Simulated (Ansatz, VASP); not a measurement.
# Two plane-wave programs on EuS

INCAR

```
SYSTEM = EuS
ALGO = Normal ; EDIFF = 1E-6
ENCUT = 600 ; GGA = PS
GGA_COMPAT = .False. ; ISIF = 2
ISMEAR = -1 ; ISPIN = 2
LASPH = .True. ; LCHARG = .False.
LDAU = .True. ; LDAUJ = 0 0
LDAUL = 3 -1 ; LDAUPRINT = 1
LDAUTYPE = 2 ; LDAUU = 4.5 0
LMAXMIX = 6 ; LORBIT = 11
LREAL = .False. ; LWAVE = .False.
MAGMOM = 9.1 0 ; NBANDS = 22
NELM = 200 ; PREC = Accurate
SIGMA = 0.15
```

The input KPOINTS:

```
k-points
0
Gamma
  10 10 10
  0 0 0
```

File POSCAR:

```
EuS
1.0
    0.0000000000      2.9785000000      2.9785000000
    2.9785000000      0.0000000000      2.9785000000
    2.9785000000      2.9785000000      0.0000000000
Eu S
1 1
Direct
    0.0000000000      0.0000000000      0.0000000000
    0.5000000000      0.5000000000      0.5000000000
```

Input for Ansatz:

```yaml
crystal:
  lattice:
    - [0.0, 2.9785, 2.9785]
    - [2.9785, 0.0, 2.9785]
    - [2.9785, 2.9785, 0.0]
  atoms:
    - { symbol: Eu, position: [0.0, 0.0, 0.0] }
    - { symbol: S, position: [0.5, 0.5, 0.5] }
basis:
  ecutwfc: 420.0
kpoints:
  mp_grid:
    grid: [10, 10, 10]
    shift: [0.0, 0.0, 0.0]
hamiltonian:
  xc: pbesol
  hubbard:
    - { species: Eu, l: f, u_eff: 4.5 }
magnetization:
  spin_polarized: true
  per_species:
    Eu: 9.1
scf:
  occupations:
    method: fermi_dirac
    width: 0.15
output:
  eigenvalues: true
```

Alike in both runs: task single point; functional PBEsol; k mesh 10 × 10 × 10; occupations fermi-dirac, width 0.15 eV; collinear spin; Hubbard terms Eu f U = 4.5 eV.

|  | VASP | Ansatz |
| --- | --- | --- |
| version | VASP 6.6.1 | Ansatz 0.2.0 |
| potentials or method | VASP PAW PBE potentials, release 64 (Eu, S), cutoff 600 eV | plane waves, PAW |
| valence electrons in the cell | 23 | 23 |

```tsv
	VASP	Ansatz	Ansatz less VASP
gap on the k mesh at the Fermi level (eV)	none	none	-
net moment per atom (μB)	3.50	3.50	+0.002
size of the moment on the site where the two differ most (μB)	6.70	6.84	+0.148
```

VASP's potentials were made for PBE, not for PBEsol. Site moments also hang on the region over which each program counts them. The programs project onto different local orbitals, so the same U acts differently, and such runs can settle in different states. A gap of «none» marks a metal or a gap that the smearing closes. Ansatz's warnings: filled band counts differ across k points, given moment on shells, stability check not made.

Neither program's run includes spin-orbit coupling.
